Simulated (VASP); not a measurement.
# Al (I4mm) in VASP: notebook, part 2 of 3

VASP 6.6.1. The steps go on from the part before.

## Step 3: Single point, PBEsol (atom 1 (Al) moved by -0.702 Å along [1 0 0] and +0.000 Å along [0 1 0])

The input, INCAR:

```
PREC = Accurate
ENCUT = 520
EDIFF = 1E-6
ISMEAR = 0
SIGMA = 0.15
LREAL = False
LASPH = True
NELM = 100
ALGO = Fast
ISIF = 2
LWAVE = False
LCHARG = True
GGA = PS
LELF = True
LVHAR = True
NBANDS = 22
```

The input, KPOINTS:

```
regular mesh
0
Gamma
  10 10 10
```

The input, POSCAR:

```
Al
1.0
    3.2126361663      3.2126361663      3.2126361663
   -3.2126361663     -3.2126361663      3.2126361663
    3.2126361663     -3.2126361663     -3.2126361663
Al
8
Direct
   -0.1092560694      0.5000000000      0.3907439306
    0.0000000000      0.0000000000      0.5000000000
    0.0000000000      0.5000000000      0.0000000000
    0.0000000000      0.0000000000      0.0000000000
    0.5000000000      0.5000000000      0.5000000000
    0.5000000000      0.0000000000      0.5000000000
    0.5000000000      0.5000000000      0.0000000000
    0.5000000000      0.0000000000      0.0000000000
```

Potentials or basis: VASP PAW PBE potentials, release 64 (Al).

Launch:

```console
> cat potpaw_PBE.64/Al/POTCAR > POTCAR
> mpirun -np 1 vasp_std > vasp.out
```

OUTCAR:

```text
PREC = Accurate
   ENCUT = 520
   EDIFF = 1E-6
   ISMEAR = 0
   LREAL = False
   LASPH = True
   NELM = 100
   ISIF = 2
   GGA = PS

 ion  position               nearest neighbor table
   1  0.891  0.500  0.391-   2 2.45   3 2.45   5 2.45   8 2.45   7 2.51   3 3.24   8 3.24   5 3.24
                             2 3.24   4 3.29   6 3.29   6 3.29   4 3.29
   2  0.000  0.000  0.500-   1 2.45   6 2.78   7 2.78   4 2.78   4 2.78   6 2.78   7 2.78   5 3.21
                             3 3.21   8 3.21   8 3.21   5 3.21   3 3.21   1 3.24
   3  0.000  0.500  0.000-   1 2.45   4 2.78   6 2.78   7 2.78   4 2.78   7 2.78   6 2.78   2 3.21
                             2 3.21   5 3.21   5 3.21   8 3.21   8 3.21   1 3.24
   4  0.000  0.000  0.000-   2 2.78   3 2.78   5 2.78   8 2.78   2 2.78   3 2.78   8 2.78   5 2.78
                             7 3.21   6 3.21   7 3.21   6 3.21   1 3.29   1 3.29
   5  0.500  0.500  0.500-   1 2.45   4 2.78   6 2.78   7 2.78   7 2.78   6 2.78   4 2.78   3 3.21
                             2 3.21   8 3.21   3 3.21   2 3.21   8 3.21   1 3.24
   6  0.500  0.000  0.500-   2 2.78   3 2.78   5 2.78   8 2.78   8 2.78   5 2.78   2 2.78   3 2.78
                             7 3.21   7 3.21   4 3.21   4 3.21   1 3.29   1 3.29
[... 215 lines left out ...]
      3       3.0976      2.00000
      4       3.0976      2.00000
      5       3.4903      2.00000
      6       3.6066      2.00000
[... 589 lines left out ...]
     21      12.8842      0.00000
     22      13.7190      0.00000

 [... further k-points ...]

------------------------ aborting loop because EDIFF is reached ----------------------------------------

  FORCE on cell =-STRESS in cart. coord.  units (eV):
  Direction    XX          YY          ZZ          XY          YZ          ZX
  --------------------------------------------------------------------------------------
  -------------------------------------------------------------------------------------
  Total        2.6168086      4.1169574      4.1169574      0.0000000      0.0000000      0.0000000
  in kB       31.6109773     49.7327337     49.7327337      0.0000000      0.0000000      0.0000000
  external PRESSURE =      43.6921482 kB  Pullay stress =       0.0000000 kB

 VOLUME and BASIS-vectors are now :
 -----------------------------------------------------------------------------
  energy-cutoff  :      520.00
  volume of cell :      132.63
      direct lattice vectors                 reciprocal lattice vectors
     3.212636166  3.212636166  3.212636166     0.155635427  0.000000000  0.155635427
    -3.212636166 -3.212636166  3.212636166     0.000000000 -0.155635427  0.155635427
     3.212636166 -3.212636166 -3.212636166     0.155635427 -0.155635427  0.000000000

 POSITION                                       TOTAL-FORCE (eV/Angst)
 -----------------------------------------------------------------------------------
      2.51064      0.00000      3.21264         3.367445      0.000000      0.000000
      1.60632     -1.60632     -1.60632        -0.562624     -1.051834      1.051834
     -1.60632     -1.60632      1.60632        -0.562624      1.051834      1.051834
      0.00000      0.00000      0.00000        -0.061844      0.000000      0.000000
      1.60632     -1.60632      1.60632        -0.562624     -1.051834     -1.051834
      3.21264      0.00000      0.00000        -0.061844      0.000000     -0.000000
      0.00000      0.00000      3.21264        -0.993264      0.000000      0.000000
      1.60632      1.60632      1.60632        -0.562624      1.051834     -1.051834
 -----------------------------------------------------------------------------------
    total drift:                               -0.000031      0.000000     -0.000000

  FREE ENERGIE OF THE ION-ELECTRON SYSTEM (eV)
  ---------------------------------------------------
  free  energy   TOTEN  =       -30.8636555916 eV

  energy  without entropy=      -30.8231564484  energy(sigma->0) =      -30.84340602
```

OSZICAR:

```text
N       E                     dE             d eps       ncg     rms          rms(c)
DAV:   1     0.218303774392E+02    0.21830E+02   -0.84095E+03  4488   0.859E+02
DAV:   2    -0.293148382895E+02   -0.51145E+02   -0.48789E+02  5588   0.117E+02
DAV:   3    -0.313890536603E+02   -0.20742E+01   -0.20334E+01  5894   0.194E+01
DAV:   4    -0.314109361890E+02   -0.21883E-01   -0.21860E-01  5372   0.233E+00
DAV:   5    -0.314111960203E+02   -0.25983E-03   -0.25983E-03  5652   0.282E-01    0.438E+00
RMM:   6    -0.309724026257E+02    0.43879E+00   -0.42806E-01  4513   0.180E+00    0.235E+00
RMM:   7    -0.308805142760E+02    0.91888E-01   -0.13048E-01  4705   0.115E+00    0.756E-01
RMM:   8    -0.308640642902E+02    0.16450E-01   -0.14896E-02  4986   0.581E-01    0.171E-01
RMM:   9    -0.308637077652E+02    0.35652E-03   -0.28987E-03  5241   0.257E-01    0.149E-01
RMM:  10    -0.308636578915E+02    0.49874E-04   -0.68171E-04  5027   0.135E-01    0.453E-02
RMM:  11    -0.308636572768E+02    0.61473E-06   -0.15224E-04  5349   0.662E-02    0.249E-02
RMM:  12    -0.308636562610E+02    0.10157E-05   -0.38026E-05  5118   0.369E-02    0.803E-03
RMM:  13    -0.308636553402E+02    0.92080E-06   -0.10574E-05  5349   0.195E-02    0.447E-03
RMM:  14    -0.308636555916E+02   -0.25139E-06   -0.25983E-06  3910   0.958E-03
   1 F= -.30863656E+02 E0= -.30843406E+02  d E =-.404991E-01
```

stdout:

```text
POSCAR found type information on POSCAR Al
 POSCAR found :  1 types and       8 ions
 scaLAPACK will be used
 -----------------------------------------------------------------------------
|                                                                             |
|                                                                             |
|     You enforced a specific xc type in the INCAR file but a different       |
|     I HOPE YOU KNOW WHAT YOU ARE DOING!                                     |
|                                                                             |
 -----------------------------------------------------------------------------

 LDA part: xc-table for (Slater+PW92), standard interpolation
 POSCAR, INCAR and KPOINTS ok, starting setup
 FFT: planning ... GRIDC
 FFT: planning ... GRID_SOFT
 FFT: planning ... GRID
 WAVECAR not read
 entering main loop
```

It took 4.4 min on 1 thread of Intel Xeon Platinum 8259CL at 2.50GHz (Skylake/Cascade Lake), shared host; peak memory 0.37 GiB.

Results:

```yaml
Free_energy: -30.8637 eV
Pressure: 4.4 GPa
Largest_force: 3.367 eV/Å
Band_gap_on_the_k_mesh: zero (bands 12 and 13 overlap by 4.03 eV)
```

Forces on the atoms (eV/Å):
```
Al   3.367  0.000  0.000
Al  -0.563 -1.052  1.052
Al  -0.563  1.052  1.052
Al  -0.062  0.000  0.000
Al  -0.563 -1.052 -1.052
Al  -0.062  0.000  0.000
Al  -0.993  0.000  0.000
Al  -0.563  1.052 -1.052
```

Stress tensor (GPa, compression positive):
```
3.16 0.00 0.00
0.00 4.97 0.00
0.00 0.00 4.97
```

Levels at points of the mesh, in eV from the Fermi level:
```
           k point  band 9  band 10  band 11  band 12  band 13  band 14  band 15  band 16
(0.00, 0.00, 0.00)   -3.84    -3.79    -3.51    -3.51    -2.86     1.80     1.80     2.09
(0.50, 0.00, 0.00)   -2.21    -1.80     0.28     0.33     0.84     0.86     1.05     1.34
(0.00, 0.50, 0.00)   -2.24    -2.04     0.02     0.52     0.87     1.02     1.12     1.26
(0.50, 0.50, 0.50)   -1.08    -0.87    -0.60    -0.60     0.19     0.42     4.07     4.07
```

Caveat: the cell differs from its parent crystal (atom 1 (Al) moved by -0.702 Å along [1 0 0] and +0.000 Å along [0 1 0]); the cell stands under pressure; the PAW data sets were made with another functional, which shifts forces and pressure a little.

## Step 4: Single point, PBEsol (atom 1 (Al) moved by -0.234 Å along [1 0 0] and +0.000 Å along [0 1 0])

The input, INCAR:

```
PREC = Accurate ; ENCUT = 520
EDIFF = 1E-6 ; ISMEAR = 0
SIGMA = 0.15 ; LREAL = F
LASPH = T ; NELM = 80
ALGO = Fast ; ISIF = 2
LWAVE = F ; LCHARG = F
GGA = PS ; NBANDS = 22
```

KPOINTS is that of step 3.

Edit POSCAR of step 3 so:

```diff
@@ -8,3 +8,3 @@
 Direct
-   -0.1092560694      0.5000000000      0.3907439306
+   -0.0364186898      0.5000000000      0.4635813102
     0.0000000000      0.0000000000      0.5000000000
```

Potentials or basis: VASP PAW PBE potentials, release 64 (Al).

Launch:

```console
> cat potpaw_PBE.64/Al/POTCAR > POTCAR
> mpirun -np 1 vasp_std > vasp.out
```

OUTCAR:

```text
PREC = Accurate
   ENCUT = 520
   EDIFF = 1E-6
   ISMEAR = 0
   LREAL = F
   LASPH = T
   NELM = 80
   ISIF = 2
   GGA = PS

 ion  position               nearest neighbor table
   1  0.964  0.500  0.464-   2 2.65   3 2.65   5 2.65   8 2.65   5 2.92   3 2.92   2 2.92   8 2.92
                             7 2.98   6 3.22   4 3.22   6 3.22   4 3.22
   2  0.000  0.000  0.500-   1 2.65   6 2.78   7 2.78   4 2.78   4 2.78   6 2.78   7 2.78   1 2.92
                             5 3.21   3 3.21   8 3.21   8 3.21   5 3.21   3 3.21
   3  0.000  0.500  0.000-   1 2.65   4 2.78   6 2.78   7 2.78   4 2.78   7 2.78   6 2.78   1 2.92
                             5 3.21   2 3.21   8 3.21   5 3.21   8 3.21   2 3.21
   4  0.000  0.000  0.000-   2 2.78   3 2.78   5 2.78   8 2.78   2 2.78   3 2.78   8 2.78   5 2.78
                             7 3.21   6 3.21   7 3.21   6 3.21   1 3.22   1 3.22
   5  0.500  0.500  0.500-   1 2.65   4 2.78   6 2.78   7 2.78   7 2.78   6 2.78   4 2.78   1 2.92
                             2 3.21   8 3.21   8 3.21   3 3.21   2 3.21   3 3.21
   6  0.500  0.000  0.500-   2 2.78   3 2.78   5 2.78   8 2.78   8 2.78   5 2.78   2 2.78   3 2.78
                             7 3.21   7 3.21   4 3.21   4 3.21   1 3.22   1 3.22
   7  0.500  0.500  0.000-   2 2.78   3 2.78   5 2.78   8 2.78   5 2.78   8 2.78   3 2.78   2 2.78
                             1 2.98   6 3.21   6 3.21   4 3.21   4 3.21
   8  0.500  0.000  0.000-   1 2.65   4 2.78   6 2.78   7 2.78   6 2.78   7 2.78   4 2.78   1 2.92
[... 811 lines left out ...]

  FORCE on cell =-STRESS in cart. coord.  units (eV):
  Direction    XX          YY          ZZ          XY          YZ          ZX
  --------------------------------------------------------------------------------------
  -------------------------------------------------------------------------------------
  Total        0.2329055      0.5519039      0.5519039      0.0000000      0.0000000      0.0000000
  in kB        2.8134926      6.6669841      6.6669841      0.0000000      0.0000000      0.0000000
  external PRESSURE =       5.3824869 kB  Pullay stress =       0.0000000 kB

 VOLUME and BASIS-vectors are now :
 -----------------------------------------------------------------------------
  energy-cutoff  :      520.00
  volume of cell :      132.63
      direct lattice vectors                 reciprocal lattice vectors
     3.212636166  3.212636166  3.212636166     0.155635427  0.000000000  0.155635427
    -3.212636166 -3.212636166  3.212636166     0.000000000 -0.155635427  0.155635427
     3.212636166 -3.212636166 -3.212636166     0.155635427 -0.155635427  0.000000000

 POSITION                                       TOTAL-FORCE (eV/Angst)
 -----------------------------------------------------------------------------------
      2.97864     -0.00000      3.21264         0.998751      0.000000     -0.000000
      1.60632     -1.60632     -1.60632        -0.227289     -0.328014      0.328014
     -1.60632     -1.60632      1.60632        -0.227289      0.328014      0.328014
      0.00000      0.00000      0.00000        -0.019607      0.000000     -0.000000
      1.60632     -1.60632      1.60632        -0.227289     -0.328014     -0.328014
      3.21264      0.00000      0.00000        -0.019607     -0.000000     -0.000000
      0.00000      0.00000      3.21264        -0.050380      0.000000     -0.000000
      1.60632      1.60632      1.60632        -0.227289      0.328014     -0.328014
 -----------------------------------------------------------------------------------
    total drift:                               -0.000006      0.000000     -0.000000

  FREE ENERGIE OF THE ION-ELECTRON SYSTEM (eV)
  ---------------------------------------------------
  free  energy   TOTEN  =       -31.8484878504 eV

  energy  without entropy=      -31.8084208444  energy(sigma->0) =      -31.82845435
```

stdout:

```text
POSCAR found type information on POSCAR Al
 POSCAR found :  1 types and       8 ions
 scaLAPACK will be used
 -----------------------------------------------------------------------------
|                                                                             |
|                                                                             |
|     You enforced a specific xc type in the INCAR file but a different       |
|     I HOPE YOU KNOW WHAT YOU ARE DOING!                                     |
|                                                                             |
 -----------------------------------------------------------------------------

 LDA part: xc-table for (Slater+PW92), standard interpolation
 POSCAR, INCAR and KPOINTS ok, starting setup
 FFT: planning ... GRIDC
 FFT: planning ... GRID_SOFT
 FFT: planning ... GRID
 WAVECAR not read
 entering main loop
```

Run time: 4 min. Hardware: 1 thread of Intel Xeon Platinum 8259CL at 2.50GHz (Skylake/Cascade Lake), shared host; peak memory 0.38 GiB.

What came out:

| Property | Result |
| --- | --- |
| Free energy | -31.8485 eV |
| Pressure | 0.5 GPa |
| Largest force | 0.999 eV/Å |
| Band gap on the k mesh | zero (bands 12 and 13 overlap by 4.81 eV) |

Forces in eV/Å, atoms in the order of the input:
```
Al   0.999  0.000  0.000
Al  -0.227 -0.328  0.328
Al  -0.227  0.328  0.328
Al  -0.020  0.000  0.000
Al  -0.227 -0.328 -0.328
Al  -0.020  0.000  0.000
Al  -0.050  0.000  0.000
Al  -0.227  0.328 -0.328
```

Levels at points of the mesh, in eV from the Fermi level:
| k point | band 9 | band 10 | band 11 | band 12 | band 13 | band 14 | band 15 | band 16 |
| --- | --- | --- | --- | --- | --- | --- | --- | --- |
| (0.00, 0.00, 0.00) | -3.85 | -3.85 | -3.78 | -3.78 | -3.61 | 1.85 | 1.85 | 1.89 |
| (0.50, 0.00, 0.00) | -2.23 | -2.02 | 0.54 | 0.59 | 0.76 | 0.83 | 1.22 | 1.24 |
| (0.00, 0.50, 0.00) | -2.14 | -2.12 | 0.44 | 0.63 | 0.75 | 0.92 | 1.25 | 1.28 |
| (0.50, 0.50, 0.50) | -0.99 | -0.96 | -0.83 | -0.83 | 0.35 | 0.38 | 4.64 | 4.64 |

Caveat: the cell differs from its parent crystal (atom 1 (Al) moved by -0.234 Å along [1 0 0] and +0.000 Å along [0 1 0]); the PAW data sets were made with another functional, which shifts forces and pressure a little.

(Continued in part 3 of 3.)
